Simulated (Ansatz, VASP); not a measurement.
**BaZrO3: VASP beside Ansatz**

```xyz
5
Lattice="4.1913 0.0000 0.0000 0.0000 4.1913 0.0000 0.0000 0.0000 4.1913" Properties=species:S:1:pos:R:3 pbc="T T T"
Ba    0.0000    0.0000    0.0000
Zr    2.0957    2.0957    2.0957
O     2.0957    2.0957    0.0000
O     2.0957    0.0000    2.0957
O     0.0000    2.0957    2.0957
```

Alike in both runs: task relaxation of cell and atoms; functional BLYP; dispersion D3(BJ); k mesh 6 × 6 × 6; occupations fermi-dirac, width 0.05 eV; no spin polarisation.

```csv
,VASP,Ansatz
version,VASP 6.6.1,Ansatz 0.2.0
potentials or method,"VASP PAW PBE potentials, release 64 (Ba_sv, Zr_sv, O)",Ansatz PAW
plane-wave cutoff (eV),600,420
valence electrons in the cell,40,40
```

|  | VASP | Ansatz | Ansatz less VASP |
| --- | --- | --- | --- |
| relaxed volume (Å³/atom) | 15.08 | 14.97 | -0.114 |
| relaxed cell length with the largest relative difference (Å) | 4.225 | 4.214 | -0.0107 |

VASP's potentials were made for PBE, not for BLYP.

Neither program's run includes spin-orbit coupling. Noted on Ansatz's run: the plane-wave basis is chosen anew once the cell has moved, so the energies of steps on either side of that aren't comparable.
